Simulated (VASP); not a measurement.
Here is a VASP 6.6.1 calculation.

File INCAR:

```
PREC = Accurate
ENCUT = 600
EDIFF = 1E-6
ISMEAR = 0
SIGMA = 0.02
LREAL = F
LASPH = T
NELM = 60
ALGO = Normal
ISIF = 4
LWAVE = F
LCHARG = F
GGA = PE
IBRION = 2
NSW = 50
EDIFFG = -0.01
```

The input KPOINTS:

```
Automatic mesh
0
Gamma
  6 6 4
```

The input POSCAR:

```
HfO2
1.0
    3.6399933053      0.0000000000      0.0000000000
    0.0000000000      3.6399933053      0.0000000000
    0.0000000000      0.0000000000      5.3160890317
Hf O
2 4
Direct
    0.5000000000      0.5000000000      0.5000000000
    0.0000000000      0.0000000000      0.0000000000
    0.0000000000      0.5000000000      0.6932521093
    0.5000000000      0.0000000000      0.8067478907
    0.5000000000      0.0000000000      0.3067478907
    0.0000000000      0.5000000000      0.1932521093
```

Potentials or basis: VASP PAW PBE potentials, release 64 (Hf_pv, O).

Launch:

```bash
$ cat potpaw_PBE.64/Hf_pv/POTCAR potpaw_PBE.64/O/POTCAR > POTCAR
$ mpirun -np 1 vasp_std > vasp.out
```

**Question.** Estimate the band gap on the k mesh.

**Answer.** 4.69 eV (least direct gap 4.74 eV).

Final structure:
```
CELL_PARAMETERS angstrom
3.62506 0.00000 0.00000
0.00000 3.62506 0.00000
0.00000 0.00000 5.35997
ATOMIC_POSITIONS crystal
Hf 0.50000 0.50000 0.50000
Hf 0.00000 0.00000 0.00000
O 0.00000 0.50000 0.68450
O 0.50000 0.00000 0.81550
O 0.50000 0.00000 0.31550
O 0.00000 0.50000 0.18450
```

Caveat: spin-orbit coupling is left out, which moves the levels of the heavy elements. A k mesh can miss the band edges.
